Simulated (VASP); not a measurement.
A run of VASP 6.6.1 is set up as follows.

File INCAR:

```
SYSTEM = BeTe
PREC = Accurate ; ENCUT = 520
EDIFF = 1E-7 ; ISMEAR = 0
SIGMA = 0.05 ; LREAL = .FALSE.
LASPH = .TRUE. ; NELM = 100
ALGO = Normal ; ISIF = 2
LWAVE = .FALSE. ; LCHARG = .FALSE.
GGA = PE ; IVDW = 12
NBANDS = 11
```

KPOINTS

```
Automatic mesh
0
G
  10 10 10
  0 0 0
```

File POSCAR:

```
BeTe
1.0
    0.0000000000      2.8324841857      2.8324841857
    2.8324841857      0.0000000000      2.8324841857
    2.8324841857      2.8324841857      0.0000000000
Be Te
1 1
Direct
    0.0000000000      0.0000000000      0.0000000000
    0.7500000000      0.7500000000      0.7500000000
```

Potentials or basis: VASP PAW PBE potentials, release 64 (Be, Te).

Run with:

```sh
$ cat potpaw_PBE.64/Be/POTCAR potpaw_PBE.64/Te/POTCAR > POTCAR
$ mpirun -np 1 vasp_std > vasp.out
```

(1) Estimate the band gap on the k mesh.

(2) Predict the pressure.

(3) Predict the dispersion energy per atom.

## Answers

(1) 2.02 eV, indirect (least direct gap 3.62 eV).

(2) -2.4 GPa.

(3) -0.332 eV.

Caveat: three body term missing; spin-orbit coupling is left out, which moves the levels of the heavy elements.
